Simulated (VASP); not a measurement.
AgBr, 2 atoms in the cell. Symmetry: Fm-3m, No. 225, cubic system. Conventional cell: a = 5.786 Å, b = 5.786 Å, c = 5.786 Å, α = 90.00°, β = 90.00°, γ = 90.00°. Within 3.8 Å of Ag (site symmetry m-3m) lie 6 Br at 2.89 Å. Br (site symmetry m-3m) has 6 Ag at 2.89 Å within 3.8 Å. 

- Program: VASP 6.6.1
- Task: single point
- Functional: PBE
- Potentials or basis: VASP PAW PBE potentials, release 64 (Ag, Br)
- Cutoff: 500 eV
- k mesh: 6 × 6 × 6
- Occupations: gaussian, width 0.01 eV
- Spin: no spin polarisation
- Dipole correction: no
- Further INCAR settings: ALGO = Normal; EDIFF = 1e-06; NBANDS = 16

Potentials or basis: VASP PAW PBE potentials, release 64 (Ag, Br).

Command:

```console
$ cat potpaw_PBE.64/Ag/POTCAR potpaw_PBE.64/Br/POTCAR > POTCAR
$ mpirun -np 1 vasp_std > vasp.out
```

Hardware: 1 thread of Intel(R) Xeon(R) Platinum 8559C (Emerald Rapids) (shared host).

Estimate the wall time of this run.

Run time: 8.9 s on 1 thread of Intel(R) Xeon(R) Platinum 8559C (Emerald Rapids), on a shared host, peak memory 0.16 GiB. Counts: scf iterations 12, k points 16.
